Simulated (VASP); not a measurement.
Write the native input for VASP 6.6.1 that does the following.

| Item | Value |
| --- | --- |
| Task | single point |
| Functional | PBE |
| Potentials or basis | VASP PAW PBE potentials, release 64 (Ba_sv, B, Cl) |
| Cutoff | 520 eV |
| k mesh | 12 × 12 × 8 |
| Occupations | gaussian, width 0.1 eV |
| Spin | no spin polarisation |
| Dipole correction | no |
| Further INCAR settings | ALGO = Normal; EDIFF = 1e-06; NBANDS = 23 |

The structure of Ba2BCl lies in POSCAR:

```
Ba2BCl
1.0
    5.5523916294      0.0000000000      0.0000000000
   -2.7761958147      4.8085122028      0.0000000000
    0.0000000000      0.0000000000      5.4246432816
Ba B Cl
2 1 1
Direct
    0.3333333333      0.6666666667      0.0000000000
    0.6666666667      0.3333333333      0.0000000000
    0.0000000000      0.0000000000      0.0000000000
    0.0000000000      0.0000000000      0.5000000000
```

The cell was built from a structure type or drawn by symmetry, and may not be a known phase.

These files were run (other wordings do the same):

INCAR

```
PREC = Accurate ; ENCUT = 520
EDIFF = 1E-6 ; ISMEAR = 0
SIGMA = 0.1 ; LREAL = F
LASPH = T ; NELM = 100
ALGO = Normal ; ISIF = 2
LWAVE = F ; LCHARG = F
GGA = PE ; NBANDS = 23
```

KPOINTS

```
regular mesh
0
Gamma
  12 12 8
```

Potentials or basis: VASP PAW PBE potentials, release 64 (Ba_sv, B, Cl).

The run is started by

```console
$ cat potpaw_PBE.64/Ba_sv/POTCAR potpaw_PBE.64/B/POTCAR potpaw_PBE.64/Cl/POTCAR > POTCAR
$ mpirun -np 1 vasp_std > vasp.out
```

Results of the run:

The pressure is 0.6 GPa and the band gap on the k mesh is zero (bands 15 and 16 overlap by 0.86 eV).

Caveat: spin-orbit coupling is left out, which moves the levels of the heavy elements.

Run time: 2.4 min on 1 thread of Intel(R) Xeon(R) 6975P-C (Granite Rapids) (shared host), peak memory 0.46 GiB.
